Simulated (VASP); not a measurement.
BeS: single point with PBE

The system is BeS.

```
Be S
1.0
     0.00000    2.46231    2.46231
     2.46231    0.00000    2.46231
     2.46231    2.46231    0.00000
Be S
1 1
Cartesian
  3.6935 3.6935 3.6935
  0.0000 0.0000 0.0000
```

This cell differs from its parent crystal: volume scaled by 1.03.

```json
{"Program": "VASP 6.6.1", "Task": "single point", "Functional": "PBE", "Potentials or basis": "VASP PAW PBE potentials, release 64 (Be, S)", "Cutoff": "520 eV", "k mesh": "8 × 8 × 8", "Occupations": "gaussian, width 0.02 eV", "Spin": "no spin polarisation", "Dipole correction": "no", "Further INCAR settings": "ALGO = Normal; EDIFF = 1e-06; NBANDS = 11"}
```

```yaml
Pressure: -2.6 GPa
Band_gap_on_the_k_mesh: 3.21 eV, indirect (least direct gap 5.50 eV)
```

Levels at points of the mesh, in eV from the valence-band top:
```csv
k point,band 2,band 3,band 4,band 5,band 6,band 7
"(0.00, 0.00, 0.00)",0.00,0.00,0.00,5.50,5.68,5.68
"(0.50, 0.00, 0.00)",-5.50,-0.97,-0.97,5.31,6.57,6.57
"(0.50, 0.50, 0.00)",-4.79,-2.49,-2.49,3.21,4.95,12.41
```

Wall time 9.6 s on 1 thread of Intel(R) Xeon(R) Platinum 8259CL CPU @ 2.50GHz (Skylake/Cascade Lake), on a shared host, peak memory 0.15 GiB.

 A k mesh can miss the band edges.
